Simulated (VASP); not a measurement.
# BeCd2S3 (P-6m2) in VASP: further runs

The runs below take BeCd2S3 through single point, with PBE.

Everything below comes from runs of VASP 6.6.1. Logs are shortened: lines on timing, memory, paths and dates and some standing lists are left out, and cuts for length are marked.

### Step 1. The cell of the first run

It takes space group P-6m2 (No. 187, hexagonal). The conventional cell has a = 4.195 Å, b = 4.195 Å, c = 8.835 Å, α = 90.00°, β = 90.00°, γ = 120.00°. Within 3.3 Å of Be (site symmetry -6m2) lie 3 S at 2.42 Å and 6 Cd at 3.26 Å. Within 4.5 Å of Cd (site symmetry 3m) lie 3 Be at 3.26 Å and 9 S at 3.26 to 3.30 Å and 8 Cd at 4.20 to 4.48 Å. Within 3.4 Å of S (site symmetry -6m2) lie 3 S at 2.42 Å and 6 Cd at 3.30 Å. Within 3.3 Å of S (site symmetry -6m2) lie 3 Be at 2.42 Å and 6 Cd at 3.26 Å. Within 3.4 Å of S (site symmetry -6m2) lie 3 S at 2.42 Å and 6 Cd at 3.30 Å.

The cell was generated, and may not be a known phase.

### Step 2. Single point, PBE

Input file INCAR:

```
SYSTEM = BeCd2S3
ALGO = Normal ; EDIFF = 1E-7
ENCUT = 520 ; GGA = PE
ISIF = 2 ; ISMEAR = 0
LASPH = .True. ; LCHARG = .False.
LREAL = .False. ; LWAVE = .False.
NBANDS = 31 ; NELM = 60
PREC = Accurate ; SIGMA = 0.1
```

Input file KPOINTS:

```
k-points
0
Gamma
  6 6 2
  0 0 0
```

Input file POSCAR:

```
BeCd2S3
1.0
    4.1950400500      0.0000000000      0.0000000000
   -2.0975200200      3.6330112500      0.0000000000
    0.0000000000      0.0000000000      8.8346859800
Be Cd S
1 2 3
Direct
    0.6666666700      0.3333333300      0.0000000000
    0.3333333300      0.6666666700      0.2462391900
    0.3333333300      0.6666666700      0.7537608100
    0.6666666700      0.3333333300      0.5000000000
    0.0000000000      0.0000000000      0.0000000000
    0.0000000000      0.0000000000      0.5000000000
```

Potentials or basis: VASP PAW PBE potentials, release 64 (Be, Cd, S).

Command:

```bash
> cat potpaw_PBE.64/Be/POTCAR potpaw_PBE.64/Cd/POTCAR potpaw_PBE.64/S/POTCAR > POTCAR
> mpirun -np 1 vasp_std > vasp.out
```

OUTCAR:

```text
SYSTEM = BeCd2S3
   EDIFF = 1E-7
   ENCUT = 520
   GGA = PE
   ISIF = 2
   ISMEAR = 0
   LASPH = .True.
   LREAL = .False.
   NELM = 60
   PREC = Accurate

 ion  position               nearest neighbor table
   1  0.667  0.333  0.000-   5 2.42   5 2.42   5 2.42
   2  0.333  0.667  0.246-   5 3.26   5 3.26   5 3.26
   3  0.333  0.667  0.754-   5 3.26   5 3.26   5 3.26
   4  0.667  0.333  0.500-   6 2.42   6 2.42   6 2.42
   5  0.000  0.000  0.000-   1 2.42   1 2.42   1 2.42   3 3.26   2 3.26   2 3.26   3 3.26   2 3.26
                             3 3.26
   6  0.000  0.000  0.500-   4 2.42   4 2.42   4 2.42

  LATTYP: Found a hexagonal cell.
 ALAT       =     4.1950400500
 C/A-ratio  =     2.1059837033

  Lattice vectors:

 A1 = (   4.1950400500,   0.0000000000,   0.0000000000)
 A2 = (  -2.0975200200,   3.6330112500,   0.0000000000)
 A3 = (   0.0000000000,   0.0000000000,   8.8346859800)

Analysis of symmetry for initial positions (statically):
=====================================================================
 Subroutine PRICEL returns:
 Original cell was already a primitive cell.

 Routine SETGRP: Setting up the symmetry group for a
 hexagonal supercell.

 Subroutine GETGRP returns: Found 12 space group operations
 (whereof 12 operations were pure point group operations)
 out of a pool of 24 trial point group operations.

The static configuration has the point symmetry D_3h.

Analysis of symmetry for dynamics (positions and initial velocities):
=====================================================================
 Subroutine PRICEL returns:
 Original cell was already a primitive cell.

 Routine SETGRP: Setting up the symmetry group for a
 hexagonal supercell.

 Subroutine GETGRP returns: Found 12 space group operations
 (whereof 12 operations were pure point group operations)
 out of a pool of 24 trial point group operations.

The dynamic configuration has the point symmetry D_3h.

 Subroutine INISYM returns: Found 12 space group operations
 (whereof 12 operations are pure point group operations),
 and found     1 'primitive' translations

----------------------------------------------------------------------------------------

                                     Primitive cell

  volume of cell :     134.6462

  direct lattice vectors                    reciprocal lattice vectors
     4.195040050  0.000000000  0.000000000     0.238376747  0.137626879  0.000000000
    -2.097520020  3.633011250  0.000000000     0.000000000  0.275253758  0.000000000
     0.000000000  0.000000000  8.834685980     0.000000000  0.000000000  0.113190214

  length of vectors
     4.195040050  4.195040045  8.834685980     0.275253758  0.275253758  0.113190214

  position of ions in fractional coordinates (direct lattice)
     0.666666670  0.333333330  0.000000000
     0.333333330  0.666666670  0.246239190
     0.333333330  0.666666670  0.753760810
     0.666666670  0.333333330  0.500000000
     0.000000000  0.000000000  0.000000000
     0.000000000  0.000000000  0.500000000

  ion indices of the primitive-cell ions
   primitive index   ion index
                 1           1
                 2           2
                 3           3
                 4           4
                 5           5
                 6           6

----------------------------------------------------------------------------------------

 KPOINTS: k-points

Automatic generation of k-mesh.
 Grid dimensions read from file:
 generate k-points for:    6    6    2

 Generating k-lattice:

  Cartesian coordinates                     Fractional coordinates (reciprocal lattice)
     0.039729458  0.022937813  0.000000000     0.166666667  0.000000000  0.000000000
     0.000000000  0.045875626  0.000000000     0.000000000  0.166666667  0.000000000
     0.000000000  0.000000000  0.056595107     0.000000000  0.000000000  0.500000000

  Length of vectors
     0.045875626  0.045875626  0.056595107

  Shift w.r.t. Gamma in fractional coordinates (k-lattice)
     0.000000000  0.000000000  0.000000000

 Subroutine IBZKPT returns following result:
 ===========================================

 Found     14 irreducible k-points:

 Following reciprocal coordinates:
            Coordinates               Weight
  0.000000  0.000000  0.000000      1.000000
  0.166667  0.000000  0.000000      6.000000
  0.333333  0.000000  0.000000      6.000000
  0.500000  0.000000  0.000000      3.000000
  0.166667  0.166667  0.000000      6.000000
  0.333333  0.166667  0.000000     12.000000
  0.333333  0.333333  0.000000      2.000000
  0.000000  0.000000  0.500000      1.000000
  0.166667  0.000000  0.500000      6.000000
  0.333333  0.000000  0.500000      6.000000
  0.500000  0.000000  0.500000      3.000000
  0.166667  0.166667  0.500000      6.000000
  0.333333  0.166667  0.500000     12.000000
  0.333333  0.333333  0.500000      2.000000
   k-points           NKPTS =     14   k-points in BZ     NKDIM =     14   number of bands    NBANDS=     31
   number of dos      NEDOS =    301   number of ions     NIONS =      6
   total plane-waves  NPLWV =  71680
   dimension x,y,z NGX =    32 NGY =   32 NGZ =   70
   dimension x,y,z NGXF=    64 NGYF=   64 NGZF=  140
   ions per type =               1   2   3
   NGX,Y,Z   is equivalent  to a cutoff of  12.68, 12.68, 13.17 a.u.
   NGXF,Y,Z  is equivalent  to a cutoff of  25.36, 25.36, 26.34 a.u.
 SYSTEM =  BeCd2S3
   PREC   = accura    normal or accurate (medium, high low for compatibility)
   ISTART =      0    job   : 0-new  1-cont  2-samecut
   ICHARG =      2    charge: 1-file 2-atom 10-const
   ISPIN  =      1    spin polarized calculation?
   LNONCOLLINEAR =      F non collinear calculations
   LSORBIT =      F    spin-orbit coupling
   LASPH  =      T    aspherical Exc in radial PAW
   ENCUT  =  520.0 eV  38.22 Ry    6.18 a.u.   7.80  7.80 16.43*2*pi/ulx,y,z
   NELM   =     60;   NELMIN=  2; NELMDL= -5     # of ELM steps
   EDIFF  = 0.1E-06   stopping-criterion for ELM
   LREAL  =      F    real-space projection
   EDIFFG = 0.1E-05   stopping-criterion for IOM
   NSW    =      0    number of steps for IOM
   IBRION =     -1    ionic relax: 0-MD 1-quasi-New 2-CG
   NFREE  =      0    steps in history (QN), initial steepest desc. (CG)
   ISIF   =      2    stress and relaxation
   ISYM   =      2    0-nonsym 1-usesym 2-fastsym
   POTIM  = 0.5000    time-step for ionic-motion
   TEBEG  =    0.0;   TEEND  =   0.0 temperature during run
   PSTRESS=    0.0 pullay stress
   NELECT =      44.0000    total number of electrons
   NUPDOWN=      -1.0000    fix difference up-down
   EMIN   =  10.00;   EMAX   =-10.00  energy-range for DOS
   EFERMI =   0.00;   METHOD = LEGACY
   ISMEAR =     0;   SIGMA  =   0.10  broadening in eV -4-tet -1-fermi 0-gaus
   EFERMI_NEDOS =   21; number of points for ismear=-14 and -15
   IALGO  =     38    algorithm
   IMIX   =      4    mixing-type and parameters
     AMIX     =   0.40;   BMIX     =  1.00
     AMIX_MAG =   1.60;   BMIX_MAG =  1.00
  volume/ion in A,a.u.               =      22.44       151.44
  Fermi-wavevector in a.u.,A,eV,Ry     =   1.127616  2.130884 17.300037  1.271517
  Thomas-Fermi vector in A             =   2.264302
   LORBIT       =      0    0 simple, 1 ext, 2 COOP (PROOUT), +10 PAW based schemes
   GGA     = PE    functional components
   LHFCALC =     F    Hartree Fock is set to
   AEXX    =    0.0000 exact exchange contribution
   IVDW    =     0    specifies the selected vdW correction
   LEPSILON=     F    determine dielectric tensor
   LRPA    =     F    only Hartree local field effects (RPA)
 non-spin polarized calculation
 Gauss-broadening in eV      SIGMA  =   0.10
  energy-cutoff  :      520.00
  volume of cell :      134.65
 maximum number of plane-waves:      3663
 NGX is ok and might be reduce to    32
   NGX = 15   NGY = 15   NGZ = 33

 number of electron      44.0000007 magnetization

 Free energy of the ion-electron system (eV)
  ---------------------------------------------------
  ext. energy  EPLUGINS =         0.00000000
  ---------------------------------------------------
  free energy    TOTEN  =       -15.05984283 eV

  energy without entropy =      -15.04832341  energy(sigma->0) =      -15.05408312

 E-fermi :   3.0673     XC(G=0):  -9.4366

 val. band max:        2.9449456160   @ k =   0.3333   0.1667   0.5000
 cond. band min:       3.0918132327   @ k =   0.3333   0.0000   0.0000
 fundamental gap:      0.1468676168
 Fermi energy:         3.0672816957

 k-point     1 :       0.0000    0.0000    0.0000
  band No.  band energies     occupation
      1     -12.4804      2.00000
      2     -10.4475      2.00000
      3      -6.3407      2.00000
      4      -5.0476      2.00000
      5      -5.0371      2.00000
      6      -5.0371      2.00000
[... 23 lines left out ...]
     30       9.4219      0.00000
     31       9.4357      0.00000

 k-point     2 :       0.1667    0.0000    0.0000
  band No.  band energies     occupation
      1     -12.2621      2.00000
      2     -10.3609      2.00000
      3      -7.1900      2.00000
      4      -5.0451      2.00000
      5      -5.0352      2.00000
      6      -5.0149      2.00000
[... 23 lines left out ...]
     30       8.7682      0.00000
     31       8.8526      0.00000

 k-point     3 :       0.3333    0.0000    0.0000
  band No.  band energies     occupation
      1     -11.6562      2.00000
      2     -10.1735      2.00000
      3      -8.6370      2.00000
      4      -5.0872      2.00000
      5      -5.0661      2.00000
      6      -5.0624      2.00000
[... 363 lines left out ...]
     30       7.7470      0.00000
     31       7.9944      0.00000

 k-point    14 :       0.3333    0.3333    0.5000
  band No.  band energies     occupation
      1     -10.3731      2.00000
      2     -10.3197      2.00000
      3     -10.0201      2.00000
      4      -5.1443      2.00000
      5      -5.0271      2.00000
      6      -5.0233      2.00000
[... 23 lines left out ...]
     30       7.3780      0.00000
     31       8.0285      0.00000

------------------------ aborting loop because EDIFF is reached ----------------------------------------

  FORCE on cell =-STRESS in cart. coord.  units (eV):
  Direction    XX          YY          ZZ          XY          YZ          ZX
  --------------------------------------------------------------------------------------
  -------------------------------------------------------------------------------------
  Total       -3.6627920     -3.6627920     -1.3041891     -0.0000000      0.0000000     -0.0000000
  in kB      -43.5841786    -43.5841785    -15.5187656     -0.0000001      0.0000000     -0.0000000
  external PRESSURE =     -34.2290409 kB  Pullay stress =       0.0000000 kB

 VOLUME and BASIS-vectors are now :
 -----------------------------------------------------------------------------
  energy-cutoff  :      520.00
  volume of cell :      134.65
      direct lattice vectors                 reciprocal lattice vectors
     4.195040050  0.000000000  0.000000000     0.238376747  0.137626879  0.000000000
    -2.097520020  3.633011250  0.000000000     0.000000000  0.275253758  0.000000000
     0.000000000  0.000000000  8.834685980     0.000000000  0.000000000  0.113190214

 POSITION                                       TOTAL-FORCE (eV/Angst)
 -----------------------------------------------------------------------------------
      2.09752      1.21100      0.00000         0.000000      0.000000      0.000000
     -0.00000      2.42201      2.17545        -0.000000     -0.000000      0.174730
     -0.00000      2.42201      6.65924        -0.000000      0.000000     -0.174730
      2.09752      1.21100      4.41734        -0.000000      0.000000      0.000000
      0.00000      0.00000      0.00000         0.000000      0.000000      0.000000
      0.00000      0.00000      4.41734        -0.000000      0.000000      0.000000
 -----------------------------------------------------------------------------------
    total drift:                                0.000006     -0.000004      0.000000

  FREE ENERGIE OF THE ION-ELECTRON SYSTEM (eV)
  ---------------------------------------------------
  free  energy   TOTEN  =       -15.0598428327 eV

  energy  without entropy=      -15.0483234129  energy(sigma->0) =      -15.05408312
```

Run time: 70 s. Hardware: 1 thread of Intel Xeon 6975P-C (Granite Rapids), shared host; peak memory 0.26 GiB.

What came out:

- Free energy: -15.0598 eV
- Pressure: -3.4 GPa
- Largest force: 0.175 eV/Å
- Band gap on the k mesh: zero (bands 22 and 23 overlap by 0.41 eV)

Forces on the atoms (eV/Å):
```
Be   0.000  0.000  0.000
Cd   0.000  0.000  0.175
Cd   0.000  0.000 -0.175
S    0.000  0.000  0.000
S    0.000  0.000  0.000
S    0.000  0.000  0.000
```

Levels at points of the mesh, in eV from the Fermi level:
```tsv
k point	band 18	band 19	band 20	band 21	band 22	band 23	band 24	band 25	band 26	band 27
(0.00, 0.00, 0.00)	-3.21	-3.21	-2.92	-0.58	-0.58	0.10	0.60	1.28	2.54	2.54
(0.50, 0.00, 0.00)	-3.91	-3.08	-2.31	-0.59	-0.50	1.20	1.38	1.94	2.54	2.72
(0.00, 0.00, 0.50)	-3.21	-3.21	-1.80	-0.57	-0.57	-0.22	0.11	2.01	2.46	2.46
(0.50, 0.00, 0.50)	-3.56	-3.22	-2.54	-1.00	-0.40	1.37	1.45	1.82	2.54	3.97
```

Caveat: the cell stands under tension; semilocal functionals underestimate gaps, and a narrow one can read as zero.

### Step 3. Single point, PBE

This run uses another cell than the first one, of 19.45 Å³/atom.

Input file INCAR:

```
PREC = Accurate
ENCUT = 520
EDIFF = 1E-6
ISMEAR = 0
SIGMA = 0.1
LREAL = False
LASPH = True
NELM = 80
ALGO = Normal
ISIF = 2
LWAVE = False
LCHARG = False
GGA = PE
NBANDS = 31
```

Input file KPOINTS:

```
Automatic mesh
0
Gamma
  12 12 4
```

Input file POSCAR:

```
BeCd2S3
1.0
    4.1819022971     -0.0000000029      0.0000000000
   -2.0909511460      3.6216336268      0.0000000000
    0.0000000000      0.0000000000      7.7063854164
Be Cd S
1 2 3
Direct
    0.6666666667      0.3333333333      0.0000000000
    0.3333333333      0.6666666667      0.2570503958
    0.3333333333      0.6666666667      0.7429496042
    0.6666666667      0.3333333333      0.5000000000
    0.0000000000      0.0000000000      0.0000000000
    0.0000000000      0.0000000000      0.5000000000
```

Potentials or basis: VASP PAW PBE potentials, release 64 (Be, Cd, S).

Command:

```bash
> cat potpaw_PBE.64/Be/POTCAR potpaw_PBE.64/Cd/POTCAR potpaw_PBE.64/S/POTCAR > POTCAR
> mpirun -np 1 vasp_std > vasp.out
```

Wall time 2.7 min (1 thread of Intel Xeon 6975P-C (Granite Rapids), shared host); peak memory 0.35 GiB.

The run converged. Its results:

| Quantity | Value |
| --- | --- |
| Free energy | -15.2778 eV |
| Pressure | 0.1 GPa |
| Largest force | 0.008 eV/Å |
| Band gap on the k mesh | zero (bands 22 and 23 overlap by 0.59 eV) |

Forces on the atoms (eV/Å):
```
Be   0.000  0.000  0.000
Cd   0.000  0.000 -0.008
Cd   0.000  0.000  0.008
S    0.000  0.000  0.000
S    0.000  0.000  0.000
S    0.000  0.000  0.000
```

Stress tensor (GPa, compression positive):
```
0.09 0.00 0.00
0.00 0.09 0.00
0.00 0.00 0.18
```

Levels at points of the mesh, in eV from the Fermi level:
| k point | band 18 | band 19 | band 20 | band 21 | band 22 | band 23 | band 24 | band 25 | band 26 | band 27 |
| --- | --- | --- | --- | --- | --- | --- | --- | --- | --- | --- |
| (0.00, 0.00, 0.00) | -3.35 | -3.35 | -2.73 | -0.93 | -0.93 | -0.15 | 1.07 | 2.18 | 2.43 | 2.43 |
| (0.50, 0.00, 0.00) | -4.01 | -3.39 | -2.00 | -0.57 | -0.10 | 1.31 | 1.86 | 2.32 | 2.46 | 3.31 |
| (0.00, 0.00, 0.50) | -3.34 | -3.34 | -1.52 | -0.89 | -0.89 | -0.05 | 0.42 | 2.17 | 2.17 | 3.40 |
| (0.50, 0.00, 0.50) | -3.87 | -3.34 | -2.64 | -0.70 | -0.45 | 1.31 | 2.07 | 2.33 | 2.46 | 4.25 |

Caveat: semilocal functionals underestimate gaps, and a narrow one can read as zero.

### Step 4. Single point, PBE

This run uses another cell than the first one, of 19.45 Å³/atom.

Input file INCAR:

```
SYSTEM = BeCd2S3
ALGO     = Normal         ! electronic algorithm
EDIFF    = 1E-6           ! SCF threshold, eV
ENCUT    = 520            ! plane-wave cutoff, eV
GGA      = PE             ! functional
ISIF     = 2              ! what is computed and relaxed
ISMEAR   = 0              ! smearing method
LASPH    = .True.         ! aspherical terms in the spheres
LCHARG   = .False.        ! write CHGCAR
LREAL    = .False.        ! projectors in reciprocal space
LWAVE    = .False.        ! write WAVECAR
NBANDS   = 31             ! bands
NELM     = 60             ! most SCF steps
PREC     = Accurate       ! precision mode
SIGMA    = 0.1            ! smearing width, eV
```

Input file KPOINTS:

```
k-points
0
Gamma
  12 12 6
  0 0 0
```

POSCAR, as its differences from that of step 3:

```diff
@@ -3,3 +3,3 @@
     4.1819022971     -0.0000000029      0.0000000000
-   -2.0909511460      3.6216336268      0.0000000000
+   -2.0909511460      3.6216336269      0.0000000000
     0.0000000000      0.0000000000      7.7063854164
```

Command:

```bash
> cat potpaw_PBE.64/Be/POTCAR potpaw_PBE.64/Cd/POTCAR potpaw_PBE.64/S/POTCAR > POTCAR
> mpirun -np 1 vasp_std > vasp.out
```

It took 4.1 min on 1 thread of Intel Xeon 6975P-C (Granite Rapids), shared host; peak memory 0.39 GiB.

Results (log left out):

```
Free energy            : -15.2785 eV
Pressure               : 0.1 GPa
Largest force          : 0.005 eV/Å
Band gap on the k mesh : zero (bands 22 and 23 overlap by 0.57 eV)
```

Forces in eV/Å, atoms in the order of the input:
```
Be   0.000  0.000  0.000
Cd   0.000  0.000 -0.005
Cd   0.000  0.000  0.005
S    0.000  0.000  0.000
S    0.000  0.000  0.000
S    0.000  0.000  0.000
```

Levels at points of the mesh, in eV from the Fermi level:
```csv
k point,band 18,band 19,band 20,band 21,band 22,band 23,band 24,band 25,band 26,band 27
"(0.00, 0.00, 0.00)",-3.35,-3.35,-2.73,-0.92,-0.92,-0.14,1.07,2.18,2.43,2.43
"(0.50, 0.00, 0.00)",-4.00,-3.38,-1.99,-0.56,-0.10,1.32,1.86,2.32,2.47,3.32
"(0.00, 0.00, 0.50)",-3.34,-3.34,-1.52,-0.88,-0.88,-0.04,0.43,2.17,2.17,3.40
"(0.50, 0.00, 0.50)",-3.87,-3.34,-2.63,-0.70,-0.45,1.32,2.08,2.34,2.47,4.26
```

Caveat: semilocal functionals underestimate gaps, and a narrow one can read as zero.

### Step 5. The runs side by side

```tsv
cell	k mesh	gap on the mesh (eV)	pressure (GPa)	largest force (eV/Å)
a = 4.195, b = 4.195, c = 8.835 Å, angles 90.0, 90.0, 120.0°, 6 atoms, atomic positions A	6 × 6 × 2	none	-3.4	0.17
a = 4.182, b = 4.182, c = 7.706 Å, angles 90.0, 90.0, 120.0°, 6 atoms, atomic positions B	12 × 12 × 4	none	0.1	0.01
a = 4.182, b = 4.182, c = 7.706 Å, angles 90.0, 90.0, 120.0°, 6 atoms, atomic positions B	12 × 12 × 6	none	0.1	-
```

Alike in all rows: task single point; level PBE; potentials or basis VASP PAW PBE potentials, release 64 (Be, Cd, S); no spin polarisation; cutoff (eV) 520; smearing gaussian 0.1 eV.

Caveats: semilocal functionals underestimate gaps, and a narrow one can read as zero; the cell stands under tension (at least some runs).

Total energies depend on the potentials used, so only differences within one code and one set of settings carry meaning.

The gap in the log of VASP goes by the Fermi energy; the results here count the filled bands.